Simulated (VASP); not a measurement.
Runs of VASP 6.6.1 on La. The structure is that of space group Im-3m (No. 229), or close to it. The cells are those of the table. This isn't the form of La at room conditions, which is double hcp.

```csv
task,cell,cutoff (eV),gap on the mesh (eV),pressure (GPa)
single point,"a = 3.281 Å, angles 109.5°, 1 atom",520,none,10.2
relaxation of cell and atoms,"relaxed to 10 GPa from a = 3.679 Å, angles 109.5°, 1 atom",600,none,9.9
single point,"a = 3.013 Å, angles 109.5°, 1 atom",520,none,(a)
single point,"a = 3.570 Å, angles 109.5°, 1 atom",520,none,0.0
single point,"a = 3.118 Å, angles 109.5°, 1 atom",520,none,20.4
```

Alike in all rows: level PBEsol; potentials or basis VASP PAW PBE potentials, release 64 (La); no spin polarisation; k mesh 7 × 7 × 7; smearing gaussian 0.05 eV.

Estimate the missing entries.

(a) 30.3.

Caveats: some runs use coarse meshes; the PAW data sets were made with another functional, which shifts forces and pressure a little; spin-orbit coupling is left out, which moves the levels of the heavy elements; the cell stands under pressure (at least some runs); the cell is relaxed towards a set pressure, so the run minimises the enthalpy, not the energy (at least some runs).

A k mesh can miss the band edges, and the runs leave out spin-orbit coupling on La.

A gap of «none» marks levels without a gap at the run's occupations.
